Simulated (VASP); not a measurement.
# Pt (Im-3m) in VASP: notebook

Pt is run at these levels: r2SCAN; tasks: relaxation of cell and atoms.

Program: VASP 6.6.1. These are calculated values, not measurements. Logs are shortened: lines on timing, memory, paths and dates and some standing lists are left out, and cuts for length are marked.

### 1 The cell of the first run

It takes space group Im-3m (No. 229, cubic). The conventional cell has a = 3.168 Å, b = 3.168 Å, c = 3.168 Å, α = 90.00°, β = 90.00°, γ = 90.00°. Within 3.6 Å of Pt (site symmetry m-3m) lie 14 Pt at 2.74 to 3.17 Å.

### 2 Relaxation of cell and atoms, r2SCAN

Input file POSCAR:

```
Pt
1.0
   -1.5842200000      1.5842200000      1.5842200000
    1.5842200000     -1.5842200000      1.5842200000
    1.5842200000      1.5842200000     -1.5842200000
Pt
1
Direct
    0.0000000000      0.0000000000      0.0000000000
```

Input file INCAR.step1:

```
SYSTEM = Pt
PREC = Accurate ; ENCUT = 600
ISMEAR = 1 ; SIGMA = 0.1
LREAL = .FALSE. ; LASPH = .TRUE.
NELM = 100 ; GGA = PE
ALGO = Normal ; EDIFF = 1E-4
LWAVE = .TRUE. ; LCHARG = .FALSE.
```

Input file INCAR.step2:

```
SYSTEM = Pt
PREC = Accurate ; ENCUT = 600
EDIFF = 1E-6 ; ISMEAR = 1
SIGMA = 0.1 ; LREAL = .FALSE.
LASPH = .TRUE. ; NELM = 100
ALGO = Normal ; ISIF = 3
LWAVE = .FALSE. ; LCHARG = .FALSE.
METAGGA = R2SCAN ; LMIXTAU = .TRUE.
IBRION = 2 ; NSW = 60
EDIFFG = -0.01 ; ISTART = 1
```

Input file KPOINTS:

```
Automatic mesh
0
G
  12 12 12
  0 0 0
```

Potentials or basis: VASP PAW PBE potentials, release 64 (Pt).

Run with:

```console
> cat potpaw_PBE.64/Pt/POTCAR > POTCAR
> cp INCAR.step1 INCAR
> mpirun -np 1 vasp_std > vasp.out
> cp INCAR.step2 INCAR
> mpirun -np 1 vasp_std > vasp.out
```

OUTCAR:

```text
SYSTEM = Pt
   PREC = Accurate
   ENCUT = 600
   EDIFF = 1E-6
   ISMEAR = 1
   LREAL = .FALSE.
   LASPH = .TRUE.
   NELM = 100
   ISIF = 3
   METAGGA = R2SCAN
   IBRION = 2
   NSW = 60
   EDIFFG = -0.01
   ISTART = 1

 ion  position               nearest neighbor table
   1  0.000  0.000  0.000-

  LATTYP: Found a body centered cubic cell.
 ALAT       =     3.1684400000

  Lattice vectors:

 A1 = (  -1.5842200000,   1.5842200000,   1.5842200000)
 A2 = (   1.5842200000,  -1.5842200000,   1.5842200000)
 A3 = (   1.5842200000,   1.5842200000,  -1.5842200000)

Analysis of symmetry for initial positions (statically):
=====================================================================
 Subroutine PRICEL returns:
 Original cell was already a primitive cell.

 Routine SETGRP: Setting up the symmetry group for a
 body centered cubic supercell.

 Subroutine GETGRP returns: Found 48 space group operations
 (whereof 48 operations were pure point group operations)
 out of a pool of 48 trial point group operations.

The static configuration has the point symmetry O_h .

Analysis of symmetry for dynamics (positions and initial velocities):
=====================================================================
 Subroutine PRICEL returns:
 Original cell was already a primitive cell.

 Routine SETGRP: Setting up the symmetry group for a
 body centered cubic supercell.

 Subroutine GETGRP returns: Found 48 space group operations
 (whereof 48 operations were pure point group operations)
 out of a pool of 48 trial point group operations.

The dynamic configuration has the point symmetry O_h .

 Subroutine INISYM returns: Found 48 space group operations
 (whereof 48 operations are pure point group operations),
 and found     1 'primitive' translations

----------------------------------------------------------------------------------------

                                     Primitive cell

  volume of cell :      15.9040

  direct lattice vectors                    reciprocal lattice vectors
    -1.584220000  1.584220000  1.584220000     0.000000000  0.315612731  0.315612731
     1.584220000 -1.584220000  1.584220000     0.315612731  0.000000000  0.315612731
     1.584220000  1.584220000 -1.584220000     0.315612731  0.315612731  0.000000000

  length of vectors
     2.743949530  2.743949530  2.743949530     0.446343804  0.446343804  0.446343804

  position of ions in fractional coordinates (direct lattice)
     0.000000000  0.000000000  0.000000000

  ion indices of the primitive-cell ions
   primitive index   ion index
                 1           1

----------------------------------------------------------------------------------------

 KPOINTS: Automatic mesh

Automatic generation of k-mesh.
 Grid dimensions read from file:
 generate k-points for:   12   12   12

 Generating k-lattice:

  Cartesian coordinates                     Fractional coordinates (reciprocal lattice)
     0.000000000  0.026301061  0.026301061     0.083333333  0.000000000  0.000000000
     0.026301061  0.000000000  0.026301061     0.000000000  0.083333333  0.000000000
     0.026301061  0.026301061  0.000000000     0.000000000  0.000000000  0.083333333

  Length of vectors
     0.037195317  0.037195317  0.037195317

  Shift w.r.t. Gamma in fractional coordinates (k-lattice)
     0.000000000  0.000000000  0.000000000

 Subroutine IBZKPT returns following result:
 ===========================================

 Found     72 irreducible k-points:

 Following reciprocal coordinates:
            Coordinates               Weight
  0.000000  0.000000  0.000000      1.000000
  0.083333  0.000000  0.000000     12.000000
  0.166667  0.000000  0.000000     12.000000
  0.250000  0.000000  0.000000     12.000000
  0.333333  0.000000  0.000000     12.000000
  0.416667  0.000000  0.000000     12.000000
[... 16 lines left out ...]
  0.333333  0.083333  0.083333     24.000000
  0.416667  0.083333  0.083333     12.000000
 [... further k-points ...]
[... 38 lines left out ...]
   LEPSILON=     F    determine dielectric tensor
   LRPA    =     F    only Hartree local field effects (RPA)
 conjugate gradient relaxation of ions
 non-spin polarized calculation
 Methfessel and Paxton  Order N= 1 SIGMA  =   0.10
  energy-cutoff  :      600.00
  volume of cell :       15.90
 maximum number of plane-waves:       555
 NGX is ok and might be reduce to    24
   NGX = 11   NGY = 11   NGZ = 11

--------------------------------------- Ionic step        1  -------------------------------------------

 number of electron       9.9999999 magnetization

 Free energy of the ion-electron system (eV)
  ---------------------------------------------------
  ext. energy  EPLUGINS =         0.00000000
  ---------------------------------------------------
  free energy    TOTEN  =       -51.41399914 eV

  energy without entropy =      -51.41450863  energy(sigma->0) =      -51.41416897

 E-fermi :   9.7443     XC(G=0): -14.2299

 val. band max:        9.7322365886   @ k =   0.5000   0.5000   0.4167
 cond. band min:       9.8111273953   @ k =  -0.4167  -0.4167   0.1667
 fundamental gap:      0.0788908066
 Fermi energy:         9.7443245717

 k-point     1 :       0.0000    0.0000    0.0000
  band No.  band energies     occupation
      1       0.1773      2.00000
      2       6.2668      2.00000
      3       6.2668      2.00000
      4       6.2668      2.00000
      5       8.7414      2.00000
      6       8.7414      2.00000
      7      27.9368      0.00000
      8      27.9368      0.00000
      9      27.9368      0.00000

 k-point     2 :       0.0833    0.0000    0.0000
  band No.  band energies     occupation
      1       0.4682      2.00000
      2       6.1558      2.00000
      3       6.2673      2.00000
      4       6.4992      2.00000
      5       8.6053      2.00000
      6       8.7488      2.00000
      7      28.0515      0.00000
      8      28.1136      0.00000
      9      28.3578      0.00000
[... 356 lines left out ...]
 POSITION                                       TOTAL-FORCE (eV/Angst)
 -----------------------------------------------------------------------------------
      0.00000      0.00000      0.00000        -0.000000     -0.000000      0.000000
 -----------------------------------------------------------------------------------
    total drift:                                0.000000      0.000000     -0.000000

  FREE ENERGIE OF THE ION-ELECTRON SYSTEM (eV)
  ---------------------------------------------------
  free  energy   TOTEN  =       -51.4224602918 eV

  energy  without entropy=      -51.4231270412  energy(sigma->0) =      -51.42268254

--------------------------------------- Ionic step        4  -------------------------------------------

 number of electron      10.0000001 magnetization

 Free energy of the ion-electron system (eV)
  ---------------------------------------------------
  ext. energy  EPLUGINS =         0.00000000
  ---------------------------------------------------
  free energy    TOTEN  =       -51.42246534 eV

  energy without entropy =      -51.42313437  energy(sigma->0) =      -51.42268835

 E-fermi :  10.2041     XC(G=0): -14.4146

 val. band max:       10.1936905789   @ k =   0.5000   0.5000   0.4167
 cond. band min:      10.2769916506   @ k =  -0.4167  -0.4167   0.1667
 fundamental gap:      0.0833010717
 Fermi energy:        10.2041296301

 k-point     1 :       0.0000    0.0000    0.0000
  band No.  band energies     occupation
      1       0.3600      2.00000
      2       6.5867      2.00000
      3       6.5867      2.00000
      4       6.5867      2.00000
      5       9.1611      2.00000
      6       9.1611      2.00000
      7      28.3955      0.00000
      8      28.3955      0.00000
      9      28.3955      0.00000

 k-point     2 :       0.0833    0.0000    0.0000
  band No.  band energies     occupation
      1       0.6584      2.00000
      2       6.4704      2.00000
      3       6.5864      2.00000
      4       6.8282      2.00000
      5       9.0173      2.00000
      6       9.1689      2.00000
      7      28.5209      0.00000
      8      28.6089      0.00000
      9      28.8330      0.00000
[... 286 lines left out ...]
 POSITION                                       TOTAL-FORCE (eV/Angst)
 -----------------------------------------------------------------------------------
     -1.57052      1.57052      1.57052         0.000000     -0.000000      0.000000
 -----------------------------------------------------------------------------------
    total drift:                               -0.000000     -0.000000      0.000000

  FREE ENERGIE OF THE ION-ELECTRON SYSTEM (eV)
  ---------------------------------------------------
  free  energy   TOTEN  =       -51.4224653390 eV

  energy  without entropy=      -51.4231343705  energy(sigma->0) =      -51.42268835

 reached required accuracy - stopping structural energy minimisation
```

Run time: 50 s. Hardware: 1 thread of Intel Xeon 6975P-C (Granite Rapids), shared host; peak memory 0.16 GiB.

Results:

```
Free energy                            : -51.4225 eV
Relaxed volume                         : 15.49 Å³/atom
Relaxed cell                           : a = 2.720 Å, b = 2.720 Å, c = 2.720 Å, α = 109.47°, β = 109.47°, γ = 109.47°
Space group after relaxing (to 0.05 Å) : Im-3m (No. 229)
Energy gained by relaxing              : 8.5 meV/atom
Ionic steps                            : 4
Pressure after relaxing                : 0.0 GPa
Band gap on the k mesh                 : zero (band 5 reaches 11.40 eV, above the bottom of band 6 at 9.00 eV)
```

The path:
| step | energy change (eV) | largest force (eV/Å) | pressure (GPa) | volume (Å³) |
| --- | --- | --- | --- | --- |
| 1 | 0.0000 | 0.0000 | -6.38 | 15.90 |
| 2 | 0.0530 | 0.0000 | 21.13 | 14.49 |
| 3 | -0.0085 | 0.0000 | -0.16 | 15.50 |
| 4 | -0.0085 | 0.0000 | 0.02 | 15.49 |

Final structure:
```yaml
crystal:
  lattice:
    - [-1.57052, 1.57052, 1.57052]
    - [1.57052, -1.57052, 1.57052]
    - [1.57052, 1.57052, -1.57052]
  atoms:
    - { symbol: Pt, position: [0.00000, 0.00000, 0.00000] }
```

Caveat: the PAW data sets were made with another functional, which shifts forces and pressure a little; spin-orbit coupling is left out, which moves the levels of the heavy elements.

### 3 Relaxation of cell and atoms, r2SCAN, target pressure 5 GPa, at which the enthalpy is minimised

POSCAR is that of step 2.

Input file INCAR.step1:

```
PREC = Accurate
ENCUT = 600
ISMEAR = 1
SIGMA = 0.1
LREAL = F
LASPH = T
NELM = 100
GGA = PE
ALGO = Normal
EDIFF = 1E-4
LWAVE = T
LCHARG = F
```

Input file INCAR.step2:

```
PREC = Accurate
ENCUT = 600
EDIFF = 1E-7
ISMEAR = 1
SIGMA = 0.1
LREAL = F
LASPH = T
NELM = 100
ALGO = Normal
ISIF = 3
LWAVE = F
LCHARG = F
METAGGA = R2SCAN
LMIXTAU = T
IBRION = 2
NSW = 60
EDIFFG = -0.01
PSTRESS = 50.0
ISTART = 1
```

Input file KPOINTS:

```
Automatic mesh
0
Gamma
  12 12 12
```

Potentials or basis: VASP PAW PBE potentials, release 64 (Pt).

Run with:

```console
> cat potpaw_PBE.64/Pt/POTCAR > POTCAR
> cp INCAR.step1 INCAR
> mpirun -np 1 vasp_std > vasp.out
> cp INCAR.step2 INCAR
> mpirun -np 1 vasp_std > vasp.out
```

Wall time 59 s (1 thread of Intel Xeon 6975P-C (Granite Rapids), shared host); peak memory 0.16 GiB.

The run converged. Its results:

* Free energy: -51.4184 eV
* Relaxed volume: 15.22 Å³/atom
* Relaxed cell: a = 2.704 Å, b = 2.704 Å, c = 2.704 Å, α = 109.47°, β = 109.47°, γ = 109.47°
* Space group after relaxing (to 0.05 Å): Im-3m (No. 229)
* Energy change on relaxing (the enthalpy is what falls): -4.4 meV/atom
* Ionic steps: 4
* Pressure after relaxing: 4.9 GPa
* Band gap on the k mesh: zero (band 5 reaches 11.77 eV, above the bottom of band 6 at 9.29 eV)

Step by step:
| step | energy change (eV) | largest force (eV/Å) | pressure (GPa) | volume (Å³) |
| --- | --- | --- | --- | --- |
| 1 | 0.0000 | 0.0000 | -6.40 | 15.90 |
| 2 | 0.2944 | 0.0000 | 54.89 | 13.44 |
| 3 | -0.0052 | 0.0000 | 4.37 | 15.25 |
| 4 | -0.0044 | 0.0000 | 4.91 | 15.22 |

Final structure:
```xyz
1
Lattice="-1.5612 1.5612 1.5612 1.5612 -1.5612 1.5612 1.5612 1.5612 -1.5612" Properties=species:S:1:pos:R:3 pbc="T T T"
Pt    1.5612    1.5612    1.5612
```

Levels at points of the mesh, in eV from the Fermi level:
```tsv
k point	band 2	band 3	band 4	band 5	band 6	band 7	band 8	band 9
(0.00, 0.00, 0.00)	-3.72	-3.72	-3.72	-1.07	-1.07	18.19	18.19	18.19
(0.50, 0.00, 0.00)	-5.27	-1.24	-0.73	0.43	1.28	7.06	14.18	17.07
(0.50, 0.50, 0.50)	-6.59	0.71	0.71	0.71	8.31	8.31	8.31	14.13
```

Caveat: the cell is relaxed towards a set pressure, so the enthalpy falls and the energy may rise; the PAW data sets were made with another functional, which shifts forces and pressure a little; spin-orbit coupling is left out, which moves the levels of the heavy elements.

### 4 Relaxation of cell and atoms, r2SCAN, target pressure 10 GPa, at which the enthalpy is minimised

POSCAR is that of step 3.

Input file INCAR.step1:

```
  ALGO = Normal
  EDIFF = 1E-4
  ENCUT = 600
  GGA = PE
  ISMEAR = 1
  LASPH = T
  LCHARG = F
  LREAL = F
  LWAVE = T
  NELM = 60
  PREC = Accurate
  SIGMA = 0.1
```

Input file INCAR.step2:

```
  ALGO = Normal
  EDIFF = 1E-7
  EDIFFG = -0.01
  ENCUT = 600
  IBRION = 2
  ISIF = 3
  ISMEAR = 1
  ISTART = 1
  LASPH = T
  LCHARG = F
  LMIXTAU = T
  LREAL = F
  LWAVE = F
  METAGGA = R2SCAN
  NELM = 60
  NSW = 60
  PREC = Accurate
  PSTRESS = 100.0
  SIGMA = 0.1
```

Input file KPOINTS:

```
k-points
0
Gamma
  12 12 12
```

Run with:

```console
> cat potpaw_PBE.64/Pt/POTCAR > POTCAR
> cp INCAR.step1 INCAR
> mpirun -np 1 vasp_std > vasp.out
> cp INCAR.step2 INCAR
> mpirun -np 1 vasp_std > vasp.out
```

Run time: 71 s. Hardware: 1 thread of Intel Xeon 6975P-C (Granite Rapids), shared host; peak memory 0.17 GiB.

Results (log left out):

| Quantity | Value |
| --- | --- |
| Free energy | -51.4067 eV |
| Relaxed volume | 14.97 Å³/atom |
| Relaxed cell | a = 2.689 Å, b = 2.689 Å, c = 2.689 Å, α = 109.47°, β = 109.47°, γ = 109.47° |
| Space group after relaxing (to 0.05 Å) | Im-3m (No. 229) |
| Energy change on relaxing (the enthalpy is what falls) | +7.3 meV/atom |
| Ionic steps | 5 |
| Pressure after relaxing | 10.0 GPa |
| Band gap on the k mesh | zero (band 5 reaches 12.12 eV, above the bottom of band 6 at 9.57 eV) |

Step by step:
| step | energy change (eV) | largest force (eV/Å) | pressure (GPa) | volume (Å³) |
| --- | --- | --- | --- | --- |
| 1 | 0.0000 | 0.0000 | -6.40 | 15.90 |
| 2 | 0.7754 | 0.0000 | 103.42 | 12.44 |
| 3 | 0.0035 | 0.0000 | 8.63 | 15.03 |
| 4 | 0.0062 | 0.0000 | 9.63 | 14.99 |
| 5 | 0.0073 | 0.0000 | 10.01 | 14.97 |

Final structure:
```yaml
crystal:
  lattice:
    - [-1.55248, 1.55248, 1.55248]
    - [1.55248, -1.55248, 1.55248]
    - [1.55248, 1.55248, -1.55248]
  atoms:
    - { symbol: Pt, position: [0.00000, 0.00000, 0.00000] }
```

Levels at points of the mesh, in eV from the Fermi level:
| k point | band 2 | band 3 | band 4 | band 5 | band 6 | band 7 | band 8 | band 9 |
| --- | --- | --- | --- | --- | --- | --- | --- | --- |
| (0.00, 0.00, 0.00) | -3.81 | -3.81 | -3.81 | -1.10 | -1.10 | 18.18 | 18.18 | 18.18 |
| (0.50, 0.00, 0.00) | -5.42 | -1.27 | -0.74 | 0.38 | 1.33 | 7.22 | 14.18 | 17.23 |
| (0.50, 0.50, 0.50) | -6.78 | 0.73 | 0.73 | 0.73 | 8.36 | 8.36 | 8.36 | 14.40 |

Caveat: the cell is relaxed towards a set pressure, so the enthalpy falls and the energy may rise; the PAW data sets were made with another functional, which shifts forces and pressure a little; spin-orbit coupling is left out, which moves the levels of the heavy elements.

### 5 Relaxation of cell and atoms, r2SCAN, target pressure 20 GPa, at which the enthalpy is minimised

POSCAR is that of step 4.

Input file INCAR.step1:

```
SYSTEM = Pt
PREC = Accurate ; ENCUT = 600
ISMEAR = 1 ; SIGMA = 0.1
LREAL = .FALSE. ; LASPH = .TRUE.
NELM = 80 ; GGA = PE
ALGO = Normal ; EDIFF = 1E-4
LWAVE = .TRUE. ; LCHARG = .FALSE.
```

Input file INCAR.step2:

```
SYSTEM = Pt
PREC = Accurate ; ENCUT = 600
EDIFF = 1E-7 ; ISMEAR = 1
SIGMA = 0.1 ; LREAL = .FALSE.
LASPH = .TRUE. ; NELM = 80
ALGO = Normal ; ISIF = 3
LWAVE = .FALSE. ; LCHARG = .FALSE.
METAGGA = R2SCAN ; LMIXTAU = .TRUE.
IBRION = 2 ; NSW = 60
EDIFFG = -0.01 ; PSTRESS = 200.0
ISTART = 1
```

Input file KPOINTS:

```
regular mesh
0
G
  12 12 12
  0 0 0
```

Run with:

```console
> cat potpaw_PBE.64/Pt/POTCAR > POTCAR
> cp INCAR.step1 INCAR
> mpirun -np 1 vasp_std > vasp.out
> cp INCAR.step2 INCAR
> mpirun -np 1 vasp_std > vasp.out
```

Run time: 83 s. Hardware: 1 thread of Intel Xeon 6975P-C (Granite Rapids), shared host; peak memory 0.16 GiB.

The run converged. Its results:

```yaml
Free_energy: -51.3666 eV
Relaxed_volume: 14.53 Å³/atom
Relaxed_cell: a = 2.663 Å, b = 2.663 Å, c = 2.663 Å, α = 109.47°, β = 109.47°, γ = 109.47°
Space_group_after_relaxing_to_0.05_Å: Im-3m (No. 229)
Energy_change_on_relaxing_the_enthalpy_is_what_falls: +47.4 meV/atom
Ionic_steps: 5
Pressure_after_relaxing: 20.0 GPa
Band_gap_on_the_k_mesh: zero (band 5 reaches 12.76 eV, above the bottom of band 6 at 10.06 eV)
```

Step by step:
```
step  energy change (eV)  largest force (eV/Å)  pressure (GPa)  volume (Å³)
   1              0.0000                0.0000           -6.40        15.90
   2              2.7956                0.0000          269.75        10.60
   3              0.0286                0.0000           15.93        14.70
   4              0.0393                0.0000           18.33        14.60
   5              0.0474                0.0000           20.03        14.53
```

Final structure:
```
CELL_PARAMETERS angstrom
-1.53736 1.53736 1.53736
1.53736 -1.53736 1.53736
1.53736 1.53736 -1.53736
ATOMIC_POSITIONS crystal
Pt 0.00000 0.00000 0.00000
```

Levels at points of the mesh, in eV from the Fermi level:
```
           k point  band 2  band 3  band 4  band 5  band 6  band 7  band 8  band 9
(0.00, 0.00, 0.00)   -3.99   -3.99   -3.99   -1.16   -1.16   18.15   18.15   18.15
(0.50, 0.00, 0.00)   -5.67   -1.33   -0.77    0.28    1.40    7.51   14.17   17.51
(0.50, 0.50, 0.50)   -7.11    0.77    0.77    0.77    8.44    8.44    8.44   14.88
```

Caveat: the cell is relaxed towards a set pressure, so the enthalpy falls and the energy may rise; the PAW data sets were made with another functional, which shifts forces and pressure a little; spin-orbit coupling is left out, which moves the levels of the heavy elements.

### 6 Summary

| cell | gap on the mesh (eV) | pressure (GPa) |
| --- | --- | --- |
| relaxed | none | 0.0 |
| relaxed to 5 GPa | none | 4.9 |
| relaxed to 10 GPa | none | 10.0 |
| relaxed to 20 GPa | none | 20.0 |

Alike in all rows: task relaxation of cell and atoms; level r2SCAN; potentials or basis VASP PAW PBE potentials, release 64 (Pt); no spin polarisation; k mesh 12 × 12 × 12; cutoff (eV) 600; smearing methfessel-paxton 0.1 eV.

Caveats: the PAW data sets were made with another functional, which shifts forces and pressure a little; spin-orbit coupling is left out, which moves the levels of the heavy elements; the cell is relaxed towards a set pressure, so the enthalpy falls and the energy may rise (some runs).

Absolute energies hang on the potentials; compare differences alone.
